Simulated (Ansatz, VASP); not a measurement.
## One calculation of NaH, two programs

INCAR

```
SYSTEM = NaH
PREC = Accurate
ENCUT = 520
EDIFF = 1E-7
ISMEAR = 0
SIGMA = 0.01
LREAL = .FALSE.
LASPH = .TRUE.
NELM = 80
ALGO = Normal
ISIF = 2
LWAVE = .FALSE.
LCHARG = .TRUE.
LELF = .TRUE.
LVHAR = .TRUE.
NBANDS = 11
```

The input KPOINTS:

```
Automatic mesh
0
G
  8 8 8
  0 0 0
```

Contents of POSCAR:

```
NaH
1.0
    0.0000000000      2.3455367674      2.3455367674
    2.3455367674      0.0000000000      2.3455367674
    2.3455367674      2.3455367674      0.0000000000
Na H
1 1
Direct
    0.0000000000      0.0000000000      0.0000000000
    0.5000000000      0.5000000000      0.5000000000
```

Input for Ansatz:

```yaml
crystal:
  lattice:
    - [0.0, 2.34553676738, 2.34553676738]
    - [2.34553676738, 0.0, 2.34553676738]
    - [2.34553676738, 2.34553676738, 0.0]
  atoms:
    - { symbol: Na, position: [0.0, 0.0, 0.0] }
    - { symbol: H, position: [0.5, 0.5, 0.5] }
kpoints:
  mp_grid: { grid: [8, 8, 8] }
scf:
  occupations: { method: fixed }
  convergence: { dr2_threshold: 1.0e-10 }
hamiltonian:
  xc: lda
  pseudopotentials: { kind: all_electron, lapw: { basis_error: 0.0005 } }
output:
  forces: true
  stress: true
  eigenstates:
    kpoints:
      - [0.0, 0.0, 0.0]
      - [0.0, -0.5, 0.0]
      - [-0.5, 0.0, 0.0]
      - [0.0, 0.0, -0.5]
      - [-0.5, -0.5, -0.5]
      - [-0.25, -0.5, -0.75]
      - [-0.5, -0.25, -0.75]
      - [-0.25, -0.75, -0.5]
      - [-0.5, 0.0, -0.5]
      - [0.0, -0.5, -0.5]
      - [-0.5, -0.5, 0.0]
  eigenvalues: true
```

Change from the starting cell: unstrained.

Alike in both runs: task single point; functional LDA; k mesh 8 × 8 × 8; no spin polarisation.

|  | VASP | Ansatz |
| --- | --- | --- |
| version | VASP 6.6.1 | Ansatz 0.2.0 |
| potentials or method | VASP PAW LDA potentials, release 64 (Na_pv, H), cutoff 520 eV | all-electron LAPW, scalar-relativistic |
| occupations | gaussian, width 0.01 eV | fixed |

VASP gave:

| Quantity | Value |
| --- | --- |
| gap on the k mesh at the Fermi level (eV) | 3.54 |
| pressure (GPa) | -0.1 |

Q: Estimate Ansatz's values.

A: gap on the k mesh at the Fermi level (eV): 3.55; pressure (GPa): 0.0.

LDA's correlation is that of Perdew and Zunger in VASP and of Perdew and Wang (1992) in Ansatz. Ansatz ran all-electron here, and VASP with PAW potentials.
